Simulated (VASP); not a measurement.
Here is a VASP 6.6.1 calculation.

Contents of POSCAR:

```
CdI2
1.0
    4.0346582919      0.0000000000      0.0000000000
   -2.0173291460      3.4941165764      0.0000000000
    0.0000000000      0.0000000000      6.5502738899
Cd I
1 2
Direct
    0.0000000000      0.0000000000      0.0000000000
    0.3333333333      0.6666666667      0.2684123245
    0.6666666667      0.3333333333      0.7315876755
```

File INCAR.step1:

```
SYSTEM = CdI2
ALGO = Normal
EDIFF = 1E-5
ENCUT = 400
GGA = PE
GGA_COMPAT = .FALSE.
ISIF = 2
ISMEAR = 0
KPAR = 4
LASPH = .TRUE.
LREAL = .FALSE.
LWAVE = .TRUE.
NBANDS = 20
NELM = 120
PREC = Accurate
SIGMA = 0.01
```

INCAR.step2

```
SYSTEM = CdI2
ALGO = Normal
EDIFF = 1E-6
ENCUT = 400
GGA = PE
GGA_COMPAT = .FALSE.
HFSCREEN = 0.2079
ISIF = 2
ISMEAR = 0
ISTART = 1
KPAR = 4
LASPH = .TRUE.
LCHARG = .TRUE.
LHFCALC = .TRUE.
LREAL = .FALSE.
LVHAR = .TRUE.
LWAVE = .FALSE.
NBANDS = 20
NELM = 120
PREC = Accurate
PRECFOCK = Normal
SIGMA = 0.01
```

KPOINTS

```
k-points
0
G
  6 6 4
  0 0 0
```

Potentials or basis: VASP PAW PBE potentials, release 64 (Cd, I).

Command:

```bash
$ cat potpaw_PBE.64/Cd/POTCAR potpaw_PBE.64/I/POTCAR > POTCAR
$ cp INCAR.step1 INCAR
$ mpirun -np 4 vasp_std > vasp.out
$ cp INCAR.step2 INCAR
$ mpirun -np 4 vasp_std > vasp.out
```

Q: Estimate the band gap on the k mesh.

A: 3.05 eV, indirect (least direct gap 3.71 eV).

Q: What does it give for the largest force?

A: 0.016 eV/Å.

Q: Predict the pressure.

A: 5.5 GPa.

Stress tensor (GPa, compression positive):
```
5.96 0.00 0.00
0.00 5.96 0.00
0.00 0.00 4.63
```

Caveat: the cell differs from its parent crystal (strain -5.0%); the PAW data sets were made with another functional, which shifts forces and pressure a little; spin-orbit coupling is left out, which moves the levels of the heavy elements; this functional lacks dispersion, which binds the layers, so the pressure and a relaxed spacing across them are unreliable. A k mesh can miss the band edges.
